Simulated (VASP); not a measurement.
# Si2W (P6_222) in VASP: notebook, part 2 of 2

VASP 6.6.1. Earlier steps stand in the parts before.

## 3. Single point, PBE (c/a of the conventional cell at fixed volume 1.4866)

Input file INCAR:

```
ALGO = Normal
EDIFF = 1E-6
ENCUT = 520
GGA = PE
ISIF = 2
ISMEAR = 0
LASPH = T
LCHARG = F
LREAL = F
LWAVE = F
NBANDS = 43
NELM = 100
PREC = Accurate
SIGMA = 0.03
```

Input file KPOINTS:

```
k-points
0
Gamma
  9 9 6
```

Input file POSCAR:

```
Si2W
1.0
    4.5661651910      0.0000000000      0.0000000000
   -2.2830825955      3.9544150533      0.0000000000
    0.0000000000      0.0000000000      6.7880611730
Si W
6 3
Direct
    0.8050634200      0.6101268399      0.5000000000
    0.1949365800      0.8050634200      0.8333333333
    0.6101268399      0.8050634200      0.1666666667
    0.1949365800      0.3898731601      0.5000000000
    0.8050634200      0.1949365800      0.8333333333
    0.3898731601      0.1949365800      0.1666666667
    0.0000000000      0.5000000000      0.1666666667
    0.5000000000      0.5000000000      0.8333333333
    0.5000000000      0.0000000000      0.5000000000
```

Potentials or basis: VASP PAW PBE potentials, release 64 (Si, W_sv).

Command:

```
$ cat potpaw_PBE.64/Si/POTCAR potpaw_PBE.64/W_sv/POTCAR > POTCAR
$ mpirun -np 1 vasp_std > vasp.out
```

OUTCAR:

```text
EDIFF = 1E-6
   ENCUT = 520
   GGA = PE
   ISIF = 2
   ISMEAR = 0
   LASPH = T
   LREAL = F
   NELM = 100
   PREC = Accurate

 ion  position               nearest neighbor table
   1  0.805  0.610  0.500-   9 2.41   4 2.44   4 2.44   7 2.57   8 2.57   2 2.74   3 2.74   9 2.75
                             9 2.75   6 2.95   5 2.95   4 3.08
   2  0.195  0.805  0.833-   8 2.41   5 2.44   5 2.44   9 2.57   7 2.57   1 2.74   6 2.74   8 2.75
                             8 2.75   4 2.95   3 2.95   5 3.08
   3  0.610  0.805  0.167-   7 2.41   6 2.44   6 2.44   9 2.57   8 2.57   1 2.74   5 2.74   7 2.75
                             7 2.75   4 2.95   2 2.95   6 3.08
   4  0.195  0.390  0.500-   9 2.41   1 2.44   1 2.44   7 2.57   8 2.57   5 2.74   6 2.74   9 2.75
                             9 2.75   2 2.95   3 2.95   1 3.08
   5  0.805  0.195  0.833-   8 2.41   2 2.44   2 2.44   9 2.57   7 2.57   4 2.74   3 2.74   8 2.75
                             8 2.75   1 2.95   6 2.95   2 3.08
   6  0.390  0.195  0.167-   7 2.41   3 2.44   3 2.44   9 2.57   8 2.57   4 2.74   2 2.74   7 2.75
                             7 2.75   1 2.95   5 2.95   3 3.08
   7  0.000  0.500  0.167-   3 2.41   6 2.41   4 2.57   1 2.57   5 2.57   2 2.57   3 2.75   6 2.75
                             3 2.75   6 2.75   9 3.21   9 3.21   8 3.21   8 3.21
   8  0.500  0.500  0.833-   2 2.41   5 2.41   4 2.57   1 2.57   3 2.57   6 2.57   2 2.75   5 2.75
                             2 2.75   5 2.75   9 3.21   9 3.21   7 3.21   7 3.21
   9  0.500  0.000  0.500-   1 2.41   4 2.41   6 2.57   3 2.57   2 2.57   5 2.57   4 2.75   1 2.75
                             1 2.75   4 2.75   7 3.21   8 3.21   8 3.21   7 3.21

  LATTYP: Found a hexagonal cell.
 ALAT       =     4.5661651910
 C/A-ratio  =     1.4866000000

  Lattice vectors:

 A1 = (   4.5661651910,   0.0000000000,   0.0000000000)
 A2 = (  -2.2830825955,   3.9544150533,   0.0000000000)
 A3 = (   0.0000000000,   0.0000000000,   6.7880611730)

Analysis of symmetry for initial positions (statically):
=====================================================================
 Subroutine PRICEL returns:
 Original cell was already a primitive cell.

 Routine SETGRP: Setting up the symmetry group for a
 hexagonal supercell.

 Subroutine GETGRP returns: Found 12 space group operations
 (whereof  4 operations were pure point group operations)
 out of a pool of 24 trial point group operations.

The static configuration has the point symmetry D_2 .
 The point group associated with its full space group is D_6 .

Analysis of symmetry for dynamics (positions and initial velocities):
=====================================================================
 Subroutine PRICEL returns:
 Original cell was already a primitive cell.

 Routine SETGRP: Setting up the symmetry group for a
 hexagonal supercell.

 Subroutine GETGRP returns: Found 12 space group operations
 (whereof  4 operations were pure point group operations)
 out of a pool of 24 trial point group operations.

The dynamic configuration has the point symmetry D_2 .
 The point group associated with its full space group is D_6 .

 Subroutine INISYM returns: Found 12 space group operations
 (whereof  4 operations are pure point group operations),
 and found     1 'primitive' translations

----------------------------------------------------------------------------------------

                                     Primitive cell
[... 88 lines left out ...]
   number of dos      NEDOS =    301   number of ions     NIONS =      9
   total plane-waves  NPLWV =  64800
   dimension x,y,z NGX =    36 NGY =   36 NGZ =   50
   dimension x,y,z NGXF=    72 NGYF=   72 NGZF=  100
   ions per type =               6   3
   NGX,Y,Z   is equivalent  to a cutoff of  13.11, 13.11, 12.25 a.u.
   NGXF,Y,Z  is equivalent  to a cutoff of  26.21, 26.21, 24.49 a.u.
 SYSTEM =  unknown system
   PREC   = accura    normal or accurate (medium, high low for compatibility)
   ISTART =      0    job   : 0-new  1-cont  2-samecut
   ICHARG =      2    charge: 1-file 2-atom 10-const
   ISPIN  =      1    spin polarized calculation?
   LNONCOLLINEAR =      F non collinear calculations
   LSORBIT =      F    spin-orbit coupling
   LASPH  =      T    aspherical Exc in radial PAW
   ENCUT  =  520.0 eV  38.22 Ry    6.18 a.u.   8.49  8.49 12.62*2*pi/ulx,y,z
   NELM   =    100;   NELMIN=  2; NELMDL= -5     # of ELM steps
   EDIFF  = 0.1E-05   stopping-criterion for ELM
   LREAL  =      F    real-space projection
   EDIFFG = 0.1E-04   stopping-criterion for IOM
   NSW    =      0    number of steps for IOM
   IBRION =     -1    ionic relax: 0-MD 1-quasi-New 2-CG
   NFREE  =      0    steps in history (QN), initial steepest desc. (CG)
   ISIF   =      2    stress and relaxation
   ISYM   =      2    0-nonsym 1-usesym 2-fastsym
   POTIM  = 0.5000    time-step for ionic-motion
   TEBEG  =    0.0;   TEEND  =   0.0 temperature during run
   PSTRESS=    0.0 pullay stress
   NELECT =      66.0000    total number of electrons
   NUPDOWN=      -1.0000    fix difference up-down
   EMIN   =  10.00;   EMAX   =-10.00  energy-range for DOS
   EFERMI =   0.00;   METHOD = LEGACY
   ISMEAR =     0;   SIGMA  =   0.03  broadening in eV -4-tet -1-fermi 0-gaus
   EFERMI_NEDOS =   21; number of points for ismear=-14 and -15
   IALGO  =     38    algorithm
   IMIX   =      4    mixing-type and parameters
     AMIX     =   0.40;   BMIX     =  1.00
     AMIX_MAG =   1.60;   BMIX_MAG =  1.00
  volume/ion in A,a.u.               =      13.62        91.90
  Fermi-wavevector in a.u.,A,eV,Ry     =   1.331873  2.516876 24.135194  1.773887
  Thomas-Fermi vector in A             =   2.460851
   LORBIT       =      0    0 simple, 1 ext, 2 COOP (PROOUT), +10 PAW based schemes
   GGA     = PE    functional components
   LHFCALC =     F    Hartree Fock is set to
   AEXX    =    0.0000 exact exchange contribution
   IVDW    =     0    specifies the selected vdW correction
   LEPSILON=     F    determine dielectric tensor
   LRPA    =     F    only Hartree local field effects (RPA)
 non-spin polarized calculation
 Gauss-broadening in eV      SIGMA  =   0.03
  energy-cutoff  :      520.00
  volume of cell :      122.57
 maximum number of plane-waves:      3338
 NGX is ok and might be reduce to    36
   NGX = 17   NGY = 17   NGZ = 25

 number of electron      66.0000000 magnetization

 Free energy of the ion-electron system (eV)
  ---------------------------------------------------
  ext. energy  EPLUGINS =         0.00000000
  ---------------------------------------------------
  free energy    TOTEN  =       -70.92841044 eV

  energy without entropy =      -70.92841044  energy(sigma->0) =      -70.92841044

 E-fermi :  11.8898     XC(G=0): -12.4338

 val. band max:       11.6282676135   @ k =   0.3333   0.3333   0.0000
 cond. band min:      12.0281126666   @ k =   0.2222   0.1111   0.5000
 fundamental gap:      0.3998450531
 Fermi energy:        11.8897705909

 k-point     1 :       0.0000    0.0000    0.0000
  band No.  band energies     occupation
      1     -61.9697      2.00000
      2     -61.9581      2.00000
      3     -61.9581      2.00000
      4     -26.5027      2.00000
      5     -26.4466      2.00000
      6     -26.4466      2.00000
[... 1093 lines left out ...]
     42      14.7563      0.00000
     43      15.7814      0.00000

 [... further k-points ...]

------------------------ aborting loop because EDIFF is reached ----------------------------------------

  FORCE on cell =-STRESS in cart. coord.  units (eV):
  Direction    XX          YY          ZZ          XY          YZ          ZX
  --------------------------------------------------------------------------------------
  -------------------------------------------------------------------------------------
  Total       10.5237504     10.5237504      0.6044484      0.0000000      0.0000000      0.0000000
  in kB      137.5629580    137.5629580      7.9011478      0.0000000      0.0000000      0.0000000
  external PRESSURE =      94.3423546 kB  Pullay stress =       0.0000000 kB

 VOLUME and BASIS-vectors are now :
 -----------------------------------------------------------------------------
  energy-cutoff  :      520.00
  volume of cell :      122.57
      direct lattice vectors                 reciprocal lattice vectors
     4.566165191  0.000000000  0.000000000     0.219002151  0.126440951  0.000000000
    -2.283082595  3.954415053  0.000000000     0.000000000  0.252881902  0.000000000
     0.000000000  0.000000000  6.788061173     0.000000000  0.000000000  0.147317470

 POSITION                                       TOTAL-FORCE (eV/Angst)
 -----------------------------------------------------------------------------------
      2.28308      2.41269      3.39403         0.000000      3.724853      0.000000
     -0.94791      3.18355      5.65672        -3.225817      1.862427      0.000000
      0.94791      3.18355      1.13134         3.225817      1.862427      0.000000
     -0.00000      1.54172      3.39403        -0.000000     -3.724853      0.000000
      3.23100      0.77086      5.65672         3.225817     -1.862427      0.000000
      1.33517      0.77086      1.13134        -3.225817     -1.862427      0.000000
     -1.14154      1.97721      1.13134        -0.000000      0.000000     -0.000000
      1.14154      1.97721      5.65672         0.000000      0.000000      0.000000
      2.28308      0.00000      3.39403         0.000000      0.000000      0.000000
 -----------------------------------------------------------------------------------
    total drift:                               -0.000000     -0.000000      0.000000

  FREE ENERGIE OF THE ION-ELECTRON SYSTEM (eV)
  ---------------------------------------------------
  free  energy   TOTEN  =       -70.9284104398 eV

  energy  without entropy=      -70.9284104398  energy(sigma->0) =      -70.92841044
```

Wall time 2.5 min (1 thread of Intel Xeon Platinum 8488C (Sapphire Rapids), shared host); peak memory 0.36 GiB.

What came out:

| Quantity | Value |
| --- | --- |
| Free energy | -70.9284 eV |
| Pressure | 9.4 GPa |
| Largest force | 3.725 eV/Å |
| Band gap on the k mesh | 0.40 eV, indirect (least direct gap 0.72 eV) |

Forces on the atoms (eV/Å):
```
Si   0.000  3.725  0.000
Si  -3.226  1.862  0.000
Si   3.226  1.862  0.000
Si   0.000 -3.725  0.000
Si   3.226 -1.862  0.000
Si  -3.226 -1.862  0.000
W    0.000  0.000  0.000
W    0.000  0.000  0.000
W    0.000  0.000  0.000
```

Stress tensor (GPa, compression positive):
```
13.76  0.00  0.00
 0.00 13.76  0.00
 0.00  0.00  0.79
```

Levels at points of the mesh, in eV from the valence-band top:
| k point | band 30 | band 31 | band 32 | band 33 | band 34 | band 35 | band 36 | band 37 |
| --- | --- | --- | --- | --- | --- | --- | --- | --- |
| (0.00, 0.00, 0.00) | -1.73 | -1.73 | -1.38 | -0.99 | 2.78 | 2.81 | 2.81 | 2.83 |
| (0.00, 0.00, 0.50) | -2.04 | -0.79 | -0.79 | -0.46 | 1.26 | 2.08 | 2.35 | 2.35 |

Caveat: spin-orbit coupling is left out, which moves the levels of the heavy elements; forces of over 1 eV/Å act on the atoms, so gaps and moduli don't describe the material at rest.

## 4. Single point, PBE (c/a of the conventional cell at fixed volume 1.5557)

Input file INCAR:

```
PREC = Accurate
ENCUT = 520
EDIFF = 1E-6
ISMEAR = 0
SIGMA = 0.03
LREAL = F
LASPH = T
NELM = 60
ALGO = Normal
ISIF = 2
LWAVE = F
LCHARG = T
GGA = PE
LELF = T
LVHAR = T
NBANDS = 43
```

Input file KPOINTS:

```
Automatic mesh
0
Gamma
  9 9 6
```

Input file POSCAR:

```
Si2W
1.0
    4.4975331999      0.0000000000      0.0000000000
   -2.2487666000      3.8949780055      0.0000000000
    0.0000000000      0.0000000000      6.9968123992
Si W
6 3
Direct
    0.8238313095      0.6476626189      0.5000000000
    0.1761686905      0.8238313095      0.8333333333
    0.6476626189      0.8238313095      0.1666666667
    0.1761686905      0.3523373811      0.5000000000
    0.8238313095      0.1761686905      0.8333333333
    0.3523373811      0.1761686905      0.1666666667
    0.0000000000      0.5000000000      0.1666666667
    0.5000000000      0.5000000000      0.8333333333
    0.5000000000      0.0000000000      0.5000000000
```

Command:

```
$ cat potpaw_PBE.64/Si/POTCAR potpaw_PBE.64/W_sv/POTCAR > POTCAR
$ mpirun -np 1 vasp_std > vasp.out
```

It took 2.7 min on 1 thread of Intel Xeon Platinum 8488C (Sapphire Rapids), shared host; peak memory 0.36 GiB.

Results (log left out):

| Quantity | Value |
| --- | --- |
| Free energy | -72.9964 eV |
| Pressure | 2.6 GPa |
| Largest force | 1.660 eV/Å |
| Band gap on the k mesh | 0.38 eV, indirect (least direct gap 0.77 eV) |

Forces in eV/Å, atoms in the order of the input:
```
Si   0.000  1.660  0.000
Si  -1.437  0.830  0.000
Si   1.437  0.830  0.000
Si   0.000 -1.660  0.000
Si   1.437 -0.830  0.000
Si  -1.437 -0.830  0.000
W    0.000  0.000  0.000
W    0.000  0.000  0.000
W    0.000  0.000  0.000
```

Stress tensor (GPa, compression positive):
```
 8.69  0.00  0.00
 0.00  8.69  0.00
 0.00  0.00 -9.49
```

Levels at points of the mesh, in eV from the valence-band top:
```csv
k point,band 29,band 30,band 31,band 32,band 33,band 34,band 35,band 36,band 37,band 38
"(0.00, 0.00, 0.00)",-2.06,-1.98,-1.98,-1.56,-0.77,2.53,3.03,3.05,3.05,3.27
"(0.00, 0.00, 0.50)",-1.88,-1.88,-0.97,-0.97,-0.96,1.65,2.58,2.71,2.71,2.72
```

Caveat: spin-orbit coupling is left out, which moves the levels of the heavy elements; forces of over 1 eV/Å act on the atoms, so gaps and moduli don't describe the material at rest.

## 5. Overview

| cell | gap on the mesh (eV) | pressure (GPa) | largest force (eV/Å) |
| --- | --- | --- | --- |
| a = 4.614, b = 4.614, c = 6.647 Å, angles 90.0, 90.0, 120.0°, 9 atoms | 0.46 | 9.6 | 3.53 |
| a = 4.566, b = 4.566, c = 6.788 Å, angles 90.0, 90.0, 120.0°, 9 atoms | 0.40 | 9.4 | 3.72 |
| a = 4.498, b = 4.498, c = 6.997 Å, angles 90.0, 90.0, 120.0°, 9 atoms | 0.38 | 2.6 | 1.66 |

Alike in all rows: task single point; level PBE; potentials or basis VASP PAW PBE potentials, release 64 (Si, W_sv); no spin polarisation; k mesh 9 × 9 × 6; cutoff (eV) 520; smearing gaussian 0.03 eV.

Caveats: spin-orbit coupling is left out, which moves the levels of the heavy elements; forces of over 1 eV/Å act on the atoms, so gaps and moduli don't describe the material at rest.

Total energies depend on the potentials used, so only differences within one code and one set of settings carry meaning.
